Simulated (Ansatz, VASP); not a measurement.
## One calculation of NaH12BrO6, two programs

```
O H Na Br
1.0
     6.62822    0.00000    0.00000
     0.00000    6.62822    0.00000
     0.00000    0.00000    6.62822
O H Na Br
6 12 1 1
Direct
  0.54886 0.30607 0.01333
  0.03547 0.30799 0.87243
  0.60307 0.78485 0.58038
  0.30250 0.10040 0.46768
  0.95763 0.73965 0.30954
  0.21633 0.94815 0.97739
  0.61953 0.41595 0.94600
  0.62869 0.28823 0.13841
  0.10423 0.43707 0.86238
  0.95908 0.29917 0.74352
  0.49441 0.79026 0.48197
  0.72687 0.77395 0.49841
  0.39106 0.20214 0.40745
  0.16476 0.15082 0.44745
  0.93646 0.59268 0.30691
  0.92996 0.78465 0.17209
  0.14848 0.08101 0.95971
  0.22483 0.93041 0.12316
  0.49127 0.05367 0.77163
  0.79955 0.29427 0.44240
```

Alike in both runs: functional PBE; dispersion D3(BJ); k mesh 1 × 1 × 1; occupations fermi-dirac, width 0.05 eV; no spin polarisation.

Ansatz relaxed the structure, and its values are those at the end. VASP's run is a single point on that final structure, the one shown.

|  | VASP | Ansatz |
| --- | --- | --- |
| version | VASP 6.6.1 | Ansatz 0.2.0 |
| potentials or method | VASP PAW PBE potentials, release 64 (O, H, Na_pv, Br), cutoff 520 eV | scalar-relativistic, plane waves, PAW |
| valence electrons in the cell | 62 | 64 |

```tsv
	VASP	Ansatz	Ansatz less VASP
rms of the force components (eV/Å)	0.082	0.104	+0.0216
```

VASP's potentials hold 62 valence electrons a cell and Ansatz's 64, so a difference there can come from the potentials and not from the codes.
